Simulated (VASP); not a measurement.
# Rb (Im-3m) in VASP: notebook

Rb is run at these levels: PBEsol; tasks: single point, relaxation of cell and atoms.

Program: VASP 6.6.1. These are calculated values, not measurements. Logs are shortened: lines on timing, memory, paths and dates and some standing lists are left out, and cuts for length are marked.

**1. The cell of the first run**

Symmetry: Im-3m, No. 229, cubic system. The conventional cell has a = 5.605 Å, b = 5.605 Å, c = 5.605 Å, α = 90.00°, β = 90.00°, γ = 90.00°.

**2. Single point, PBEsol**

File INCAR:

```
SYSTEM = Rb
ALGO     = Normal         ! electronic algorithm
EDIFF    = 1E-6           ! SCF threshold, eV
ENCUT    = 500            ! plane-wave cutoff, eV
GGA      = PS             ! functional
GGA_COMPAT= .False.      
ISIF     = 2              ! what is computed and relaxed
ISMEAR   = 1              ! smearing method
LASPH    = .True.         ! aspherical terms in the spheres
LCHARG   = .True.         ! write CHGCAR
LELF     = .True.         ! ELF
LREAL    = .False.        ! projectors in reciprocal space
LVHAR    = .True.       
LWAVE    = .False.        ! write WAVECAR
NBANDS   = 16             ! bands
NELM     = 120            ! most SCF steps
PREC     = Accurate       ! precision mode
SIGMA    = 0.2            ! smearing width, eV
```

File KPOINTS:

```
k-points
0
Gamma
  5 5 5
  0 0 0
```

File POSCAR:

```
Rb
1.0
    5.6050000000      0.0000000000      0.0000000000
    0.0000000000      5.6050000000      0.0000000000
    0.0000000000      0.0000000000      5.6050000000
Rb
2
Direct
    0.0000000000      0.0000000000      0.0000000000
    0.5000000000      0.5000000000      0.5000000000
```

Potentials or basis: VASP PAW PBE potentials, release 64 (Rb_sv).

Run with:

```sh
$ cat potpaw_PBE.64/Rb_sv/POTCAR > POTCAR
$ mpirun -np 1 vasp_std > vasp.out
```

OUTCAR:

```text
SYSTEM = Rb
   EDIFF = 1E-6
   ENCUT = 500
   GGA = PS
   ISIF = 2
   ISMEAR = 1
   LASPH = .True.
   LREAL = .False.
   NELM = 120
   PREC = Accurate

 ion  position               nearest neighbor table
   1  0.000  0.000  0.000-   2 4.85   2 4.85   2 4.85   2 4.85   2 4.85   2 4.85   2 4.85   2 4.85

   2  0.500  0.500  0.500-   1 4.85   1 4.85   1 4.85   1 4.85   1 4.85   1 4.85   1 4.85   1 4.85

  LATTYP: Found a simple cubic cell.
 ALAT       =     5.6050000000

  Lattice vectors:

 A1 = (   5.6050000000,   0.0000000000,   0.0000000000)
 A2 = (   0.0000000000,   5.6050000000,   0.0000000000)
 A3 = (   0.0000000000,   0.0000000000,   5.6050000000)

Analysis of symmetry for initial positions (statically):
=====================================================================
 Subroutine PRICEL returns following result:

  LATTYP: Found a body centered cubic cell.
 ALAT       =     5.6050000000

  Lattice vectors:

 A1 = (   2.8025000000,   2.8025000000,  -2.8025000000)
 A2 = (  -2.8025000000,   2.8025000000,   2.8025000000)
 A3 = (   2.8025000000,  -2.8025000000,   2.8025000000)

   2 primitive cells build up your supercell.

 Routine SETGRP: Setting up the symmetry group for a
 simple cubic supercell.

 Subroutine GETGRP returns: Found 48 space group operations
 (whereof 48 operations were pure point group operations)
 out of a pool of 48 trial point group operations.

The static configuration has the point symmetry O_h .

Analysis of symmetry for dynamics (positions and initial velocities):
=====================================================================
 Subroutine PRICEL returns following result:

  LATTYP: Found a body centered cubic cell.
 ALAT       =     5.6050000000

  Lattice vectors:

 A1 = (   2.8025000000,   2.8025000000,  -2.8025000000)
 A2 = (  -2.8025000000,   2.8025000000,   2.8025000000)
 A3 = (   2.8025000000,  -2.8025000000,   2.8025000000)

   2 primitive cells build up your supercell.

 Routine SETGRP: Setting up the symmetry group for a
 simple cubic supercell.

 Subroutine GETGRP returns: Found 48 space group operations
 (whereof 48 operations were pure point group operations)
 out of a pool of 48 trial point group operations.

The dynamic configuration has the point symmetry O_h .

 Subroutine INISYM returns: Found 48 space group operations
 (whereof 48 operations are pure point group operations),
 and found     2 'primitive' translations

----------------------------------------------------------------------------------------

                                     Primitive cell

  volume of cell :      88.0434

  direct lattice vectors                    reciprocal lattice vectors
     2.802500000  2.802500000 -2.802500000     0.178412132  0.178412132  0.000000000
    -2.802500000  2.802500000  2.802500000    -0.000000000  0.178412132  0.178412132
     2.802500000 -2.802500000  2.802500000     0.178412132  0.000000000  0.178412132

  length of vectors
     4.854072388  4.854072388  4.854072388     0.252312857  0.252312857  0.252312857

  position of ions in fractional coordinates (direct lattice)
     0.000000000  0.000000000  0.000000000

  ion indices of the primitive-cell ions
   primitive index   ion index
                 1           1

----------------------------------------------------------------------------------------

 KPOINTS: k-points

Automatic generation of k-mesh.
 Grid dimensions read from file:
 generate k-points for:    5    5    5

 Generating k-lattice:

  Cartesian coordinates                     Fractional coordinates (reciprocal lattice)
     0.035682426  0.000000000  0.000000000     0.200000000  0.000000000  0.000000000
     0.000000000  0.035682426  0.000000000     0.000000000  0.200000000  0.000000000
     0.000000000  0.000000000  0.035682426     0.000000000  0.000000000  0.200000000

  Length of vectors
     0.035682426  0.035682426  0.035682426

  Shift w.r.t. Gamma in fractional coordinates (k-lattice)
     0.000000000  0.000000000  0.000000000

 Subroutine IBZKPT returns following result:
 ===========================================

 Found     10 irreducible k-points:

 Following reciprocal coordinates:
            Coordinates               Weight
  0.000000  0.000000  0.000000      1.000000
  0.200000  0.000000  0.000000      6.000000
  0.400000  0.000000  0.000000      6.000000
  0.200000  0.200000  0.000000     12.000000
  0.400000  0.200000  0.000000     24.000000
  0.400000  0.400000  0.000000     12.000000
  0.200000  0.200000  0.200000      8.000000
  0.400000  0.200000  0.200000     24.000000
  0.400000  0.400000  0.200000     24.000000
  0.400000  0.400000  0.400000      8.000000
   k-points           NKPTS =     10   k-points in BZ     NKDIM =     10   number of bands    NBANDS=     16
   number of dos      NEDOS =    301   number of ions     NIONS =      2
   total plane-waves  NPLWV =  74088
   dimension x,y,z NGX =    42 NGY =   42 NGZ =   42
   dimension x,y,z NGXF=    84 NGYF=   84 NGZF=   84
   ions per type =               2
   NGX,Y,Z   is equivalent  to a cutoff of  12.46, 12.46, 12.46 a.u.
   NGXF,Y,Z  is equivalent  to a cutoff of  24.91, 24.91, 24.91 a.u.
 SYSTEM =  Rb
   PREC   = accura    normal or accurate (medium, high low for compatibility)
   ISTART =      0    job   : 0-new  1-cont  2-samecut
   ICHARG =      2    charge: 1-file 2-atom 10-const
   ISPIN  =      1    spin polarized calculation?
   LNONCOLLINEAR =      F non collinear calculations
   LSORBIT =      F    spin-orbit coupling
   LASPH  =      T    aspherical Exc in radial PAW
   ENCUT  =  500.0 eV  36.75 Ry    6.06 a.u.  10.22 10.22 10.22*2*pi/ulx,y,z
   NELM   =    120;   NELMIN=  2; NELMDL= -5     # of ELM steps
   EDIFF  = 0.1E-05   stopping-criterion for ELM
   LREAL  =      F    real-space projection
   EDIFFG = 0.1E-04   stopping-criterion for IOM
   NSW    =      0    number of steps for IOM
   IBRION =     -1    ionic relax: 0-MD 1-quasi-New 2-CG
   NFREE  =      0    steps in history (QN), initial steepest desc. (CG)
   ISIF   =      2    stress and relaxation
   ISYM   =      2    0-nonsym 1-usesym 2-fastsym
   POTIM  = 0.5000    time-step for ionic-motion
   TEBEG  =    0.0;   TEEND  =   0.0 temperature during run
   PSTRESS=    0.0 pullay stress
   NELECT =      18.0000    total number of electrons
   NUPDOWN=      -1.0000    fix difference up-down
   EMIN   =  10.00;   EMAX   =-10.00  energy-range for DOS
   EFERMI =   0.00;   METHOD = LEGACY
   ISMEAR =     1;   SIGMA  =   0.20  broadening in eV -4-tet -1-fermi 0-gaus
   EFERMI_NEDOS =   21; number of points for ismear=-14 and -15
   IALGO  =     38    algorithm
   IMIX   =      4    mixing-type and parameters
     AMIX     =   0.40;   BMIX     =  1.00
     AMIX_MAG =   1.60;   BMIX_MAG =  1.00
  volume/ion in A,a.u.               =      88.04       594.15
  Fermi-wavevector in a.u.,A,eV,Ry     =   0.765462  1.446513  7.972081  0.585931
  Thomas-Fermi vector in A             =   1.865587
   LORBIT       =      0    0 simple, 1 ext, 2 COOP (PROOUT), +10 PAW based schemes
   GGA     = PS    functional components
   LHFCALC =     F    Hartree Fock is set to
   AEXX    =    0.0000 exact exchange contribution
   IVDW    =     0    specifies the selected vdW correction
   LEPSILON=     F    determine dielectric tensor
   LRPA    =     F    only Hartree local field effects (RPA)
 non-spin polarized calculation
 Methfessel and Paxton  Order N= 1 SIGMA  =   0.20
  energy-cutoff  :      500.00
  volume of cell :      176.09
 maximum number of plane-waves:      4486
 NGX is ok and might be reduce to    42
   NGX = 21   NGY = 21   NGZ = 21

 number of electron      18.0000001 magnetization

 Free energy of the ion-electron system (eV)
  ---------------------------------------------------
  ext. energy  EPLUGINS =         0.00000000
  ---------------------------------------------------
  free energy    TOTEN  =        -2.03260645 eV

  energy without entropy =       -2.02981027  energy(sigma->0) =       -2.03167439

 E-fermi :   0.0359     XC(G=0):  -5.6035

 val. band max:       -0.0714107629   @ k =   0.4000   0.0000   0.0000
 cond. band min:       0.1025005487   @ k =   0.4000   0.2000   0.0000
 fundamental gap:      0.1739113116
 Fermi energy:         0.0358983765

 k-point     1 :       0.0000    0.0000    0.0000
  band No.  band energies     occupation
      1     -28.8194      2.00000
      2     -28.8105      2.00000
      3     -12.9402      2.00000
      4     -12.9402      2.00000
      5     -12.9402      2.00000
      6     -12.8629      2.00000
[... 8 lines left out ...]
     15       3.7299     -0.00000
     16       3.7299     -0.00000

 k-point     2 :       0.2000    0.0000    0.0000
  band No.  band energies     occupation
      1     -28.8185      2.00000
      2     -28.8113      2.00000
      3     -12.9389      2.00000
      4     -12.9324      2.00000
      5     -12.9324      2.00000
      6     -12.8766      2.00000
[... 8 lines left out ...]
     15       3.4963     -0.00000
     16       3.4963     -0.00000

 k-point     3 :       0.4000    0.0000    0.0000
  band No.  band energies     occupation
      1     -28.8161      2.00000
      2     -28.8134      2.00000
      3     -12.9295      2.00000
      4     -12.9124      2.00000
      5     -12.9124      2.00000
      6     -12.9059      2.00000
[... 8 lines left out ...]
     15       3.1771     -0.00000
     16       3.1771     -0.00000

 k-point     4 :       0.2000    0.2000    0.0000
  band No.  band energies     occupation
      1     -28.8177      2.00000
      2     -28.8119      2.00000
      3     -12.9509      2.00000
      4     -12.9260      2.00000
      5     -12.9139      2.00000
      6     -12.9010      2.00000
[... 8 lines left out ...]
     15       3.2211     -0.00000
     16       4.0351     -0.00000
[... 58 lines left out ...]
 k-point     8 :       0.4000    0.2000    0.2000
  band No.  band energies     occupation
      1     -28.8155      2.00000
      2     -28.8137      2.00000
      3     -12.9514      2.00000
      4     -12.9410      2.00000
      5     -12.9194      2.00000
      6     -12.8922      2.00000
[... 8 lines left out ...]
     15       4.0432      0.00000
     16       4.3680      0.00000

 k-point     9 :       0.4000    0.4000    0.2000
  band No.  band energies     occupation
      1     -28.8148      2.00000
      2     -28.8141      2.00000
      3     -12.9577      2.00000
      4     -12.9552      2.00000
      5     -12.9131      2.00000
      6     -12.8987      2.00000
[... 8 lines left out ...]
     15       4.0425      0.00000
     16       4.2065      0.00000

 k-point    10 :       0.4000    0.4000    0.4000
  band No.  band energies     occupation
      1     -28.8144      2.00000
      2     -28.8142      2.00000
      3     -12.9435      2.00000
      4     -12.9307      2.00000
      5     -12.9307      2.00000
      6     -12.8982      2.00000
[... 8 lines left out ...]
     15       3.3252     -0.00000
     16       3.3834     -0.00000

------------------------ aborting loop because EDIFF is reached ----------------------------------------

  FORCE on cell =-STRESS in cart. coord.  units (eV):
  Direction    XX          YY          ZZ          XY          YZ          ZX
  --------------------------------------------------------------------------------------
  -------------------------------------------------------------------------------------
  Total       -0.0613135     -0.0613135     -0.0613135     -0.0000000     -0.0000000      0.0000000
  in kB       -0.5578787     -0.5578787     -0.5578787     -0.0000000     -0.0000000      0.0000000
  external PRESSURE =      -0.5578787 kB  Pullay stress =       0.0000000 kB

 VOLUME and BASIS-vectors are now :
 -----------------------------------------------------------------------------
  energy-cutoff  :      500.00
  volume of cell :      176.09
      direct lattice vectors                 reciprocal lattice vectors
     5.605000000  0.000000000  0.000000000     0.178412132  0.000000000  0.000000000
     0.000000000  5.605000000  0.000000000     0.000000000  0.178412132  0.000000000
     0.000000000  0.000000000  5.605000000     0.000000000  0.000000000  0.178412132

 POSITION                                       TOTAL-FORCE (eV/Angst)
 -----------------------------------------------------------------------------------
      0.00000      0.00000      0.00000         0.000000      0.000000      0.000000
      2.80250      2.80250      2.80250        -0.000000     -0.000000     -0.000000
 -----------------------------------------------------------------------------------
    total drift:                                0.000000     -0.000000     -0.000000

  FREE ENERGIE OF THE ION-ELECTRON SYSTEM (eV)
  ---------------------------------------------------
  free  energy   TOTEN  =        -2.0326064531 eV

  energy  without entropy=       -2.0298102735  energy(sigma->0) =       -2.03167439
```

It took 24 s on 1 thread of Intel Xeon Platinum 8175M at 2.50GHz (Skylake/Cascade Lake), shared host; peak memory 0.25 GiB.

What came out:

| Quantity | Value |
| --- | --- |
| Free energy | -2.0326 eV |
| Pressure | -0.1 GPa |
| Band gap on the k mesh | zero (bands 9 and 10 overlap by 0.55 eV) |

Caveat: the PAW data sets were made with another functional, which shifts forces and pressure a little.

**3. Relaxation of cell and atoms, PBEsol (90.68 Å³/atom)**

File POSCAR:

```
Rb
1.0
   -2.8302493294      2.8302493294      2.8302493294
    2.8302493294     -2.8302493294      2.8302493294
    2.8302493294      2.8302493294     -2.8302493294
Rb
1
Direct
    0.0000000000      0.0000000000      0.0000000000
```

File INCAR.step1:

```
GGA = PS
ISMEAR = -1
SIGMA = 0.03
LWAVE = False
LCHARG = False
NSW = 80
PREC = Accurate
LASPH = True
LREAL = False
ALGO = Normal
EDIFF = 1E-6
NELM = 120
GGA_COMPAT = False
IBRION = 2
ISIF = 3
EDIFFG = -0.005
NELMIN = 4
ENCUT = 330
POTIM = 0.5
```

File INCAR.step3:

```
GGA = PS
ISMEAR = -1
SIGMA = 0.03
LWAVE = False
LCHARG = False
PREC = Accurate
LASPH = True
LREAL = False
ALGO = Normal
EDIFF = 1E-6
NELM = 120
GGA_COMPAT = False
ISIF = 2
ENCUT = 330
```

File KPOINTS:

```
Automatic mesh
0
Gamma
  8 8 8
  0 0 0
```

Potentials or basis: VASP PAW PBE potentials, release 64 (Rb_sv).

Run with:

```sh
$ cat potpaw_PBE.64/Rb_sv/POTCAR > POTCAR
$ cp INCAR.step1 INCAR
$ cp POSCAR.step1 POSCAR
$ mpirun -np 1 vasp_std > vasp.out
$ cp CONTCAR POSCAR
$ mpirun -np 1 vasp_std > vasp.out
$ cp CONTCAR POSCAR
$ cp INCAR.step3 INCAR
$ mpirun -np 1 vasp_std > vasp.out
```

OUTCAR:

```text
GGA = PS
   ISMEAR = -1
   PREC = Accurate
   LASPH = True
   LREAL = False
   EDIFF = 1E-6
   NELM = 120
   ISIF = 2
   ENCUT = 330

 Found     29 irreducible k-points:

 Following reciprocal coordinates:
            Coordinates               Weight
  0.000000  0.000000  0.000000      1.000000
  0.125000  0.000000  0.000000     12.000000
  0.250000  0.000000  0.000000     12.000000
  0.375000  0.000000  0.000000     12.000000
  0.500000  0.000000  0.000000      6.000000
  0.125000  0.125000  0.000000     24.000000
   k-points           NKPTS =     29   k-points in BZ     NKDIM =     29   number of bands    NBANDS=      8
   number of dos      NEDOS =    301   number of ions     NIONS =      1
   total plane-waves  NPLWV =  27000
   dimension x,y,z NGX =    30 NGY =   30 NGZ =   30
   dimension x,y,z NGXF=    60 NGYF=   60 NGZF=   60
   ions per type =               1
   NGX,Y,Z   is equivalent  to a cutoff of  10.33, 10.33, 10.33 a.u.
   NGXF,Y,Z  is equivalent  to a cutoff of  20.66, 20.66, 20.66 a.u.
 SYSTEM =  unknown system
   PREC   = accura    normal or accurate (medium, high low for compatibility)
   ISTART =      0    job   : 0-new  1-cont  2-samecut
   ICHARG =      2    charge: 1-file 2-atom 10-const
   ISPIN  =      1    spin polarized calculation?
   LNONCOLLINEAR =      F non collinear calculations
   LSORBIT =      F    spin-orbit coupling
   LASPH  =      T    aspherical Exc in radial PAW
[... 65 lines left out ...]
      1     -28.7734      2.00000
      2     -12.8152      2.00000
      3     -12.8152      2.00000
      4     -12.8152      2.00000
      5      -1.9847      2.00000
      6       3.7820      0.00000
      7       3.7820      0.00000
      8       3.7820      0.00000
[... 45 lines left out ...]
 k-point     6 :       0.1250    0.1250    0.0000
  band No.  band energies     occupation
      1     -28.7712      2.00000
      2     -12.8605      2.00000
      3     -12.8272      2.00000
      4     -12.8193      2.00000
      5      -1.4221      2.00000
      6       2.9106      0.00000
      7       3.1084      0.00000
      8       4.2879      0.00000

 [... further k-points ...]

------------------------ aborting loop because EDIFF is reached ----------------------------------------

  FORCE on cell =-STRESS in cart. coord.  units (eV):
  Direction    XX          YY          ZZ          XY          YZ          ZX
  --------------------------------------------------------------------------------------
  -------------------------------------------------------------------------------------
  Total       -0.0033772     -0.0033772     -0.0033772     -0.0000000     -0.0000000      0.0000000
  in kB       -0.0624778     -0.0624778     -0.0624778     -0.0000000     -0.0000000      0.0000000
  external PRESSURE =      -0.0624778 kB  Pullay stress =       0.0000000 kB

 VOLUME and BASIS-vectors are now :
 -----------------------------------------------------------------------------
  energy-cutoff  :      330.00
  volume of cell :       86.60
      direct lattice vectors                 reciprocal lattice vectors
    -2.787152581  2.787152581  2.787152581     0.000000000  0.179394556  0.179394556
     2.787152581 -2.787152581  2.787152581     0.179394556  0.000000000  0.179394556
     2.787152581  2.787152581 -2.787152581     0.179394556  0.179394556  0.000000000

 POSITION                                       TOTAL-FORCE (eV/Angst)
 -----------------------------------------------------------------------------------
      0.00000      0.00000      0.00000         0.000000     -0.000000      0.000000
 -----------------------------------------------------------------------------------
    total drift:                               -0.000000     -0.000000      0.000000

  FREE ENERGIE OF THE ION-ELECTRON SYSTEM (eV)
  ---------------------------------------------------
  free  energy   TOTEN  =        -1.0199749191 eV

  energy  without entropy=       -1.0153465309  energy(sigma->0) =       -1.01766073
```

Wall time 36 s (1 thread of Intel Xeon 6975P-C (Granite Rapids), shared host); peak memory 0.16 GiB.

Results:

```
Free energy                           : -1.0200 eV
Relaxed volume                        : 86.60 Å³/atom
Relaxed cell                          : a = 4.827 Å, b = 4.827 Å, c = 4.827 Å, α = 109.47°, β = 109.47°, γ = 109.47°
Space group after relaxing (to 0.1 Å) : Im-3m (No. 229)
Energy gained by relaxing             : 1.5 meV/atom
Ionic steps                           : 6
Pressure after relaxing               : 0.0 GPa
Band gap on the k mesh                : zero (an odd number of electrons rules out a gap without spin polarisation)
```

Step by step:
```tsv
step	energy change (eV)	largest force (eV/Å)	pressure (GPa)	volume (Å³)
1	0.0000	0.0000	-0.13	90.68
2	-0.0007	0.0000	-0.10	89.72
3	-0.0015	0.0000	-0.05	87.95
4	-0.0013	0.0000	0.08	84.47
5	-0.0018	0.0000	0.00	86.60
6	-0.0015	0.0000	-0.01	86.60
```

Final structure:
```
Rb
1.0
    -2.78715    2.78715    2.78715
     2.78715   -2.78715    2.78715
     2.78715    2.78715   -2.78715
Rb
1
Direct
  0.00000 0.00000 0.00000
```

Levels at points of the mesh, in eV from the Fermi level:
```
           k point  band 1  band 2  band 3  band 4  band 5  band 6  band 7  band 8
(0.00, 0.00, 0.00)  -28.86  -12.91  -12.91  -12.91   -2.08    3.69    3.69    3.69
(0.50, 0.00, 0.00)  -28.86  -13.02  -12.94  -12.91    0.19    0.78    2.56    4.33
(0.50, 0.50, 0.50)  -28.85  -12.99  -12.99  -12.99    1.20    1.20    3.34    3.34
```

Caveat: the PAW data sets were made with another functional, which shifts forces and pressure a little.

[end of part 1 of 2]
